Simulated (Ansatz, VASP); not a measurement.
**Ga in VASP and in Ansatz**

```
Ga
1.0
     2.80805    0.00000    0.00000
    -1.40402    4.02978    0.00000
     0.00000    0.00000   26.85120
Ga
8
Direct
  0.29046 0.26178 0.28824
  0.01771 0.72606 0.34613
  0.28540 0.26608 0.40530
  0.01771 0.73055 0.46776
  0.29861 0.26945 0.53224
  0.03093 0.73392 0.59470
  0.29862 0.27394 0.65387
  0.02586 0.73822 0.71176
```

Alike in both runs: functional PBE; k mesh 13 × 9 × 1; occupations gaussian, width 0.1 eV; no spin polarisation.

Ansatz relaxed the structure, and its values are those at the end. VASP's run is a single point on that final structure, the one shown.

|  | VASP | Ansatz |
| --- | --- | --- |
| version | VASP 6.6.1 | Ansatz 0.2.0 |
| potentials or method | VASP PAW PBE potentials, release 64 (Ga_d), cutoff 520 eV | scalar-relativistic, plane waves, PAW |
| valence electrons in the cell | 104 | 104 |

|  | VASP | Ansatz | Ansatz less VASP |
| --- | --- | --- | --- |
| gap on the k mesh at the Fermi level (eV) | none | none | - |
| rms of the force components (eV/Å) | 0.005 | 0.003 | -0.0016 |

A gap of «none» marks a metal or a gap that the smearing closes. With one functional, cell and mesh, what is left measures potentials, basis and numerics.
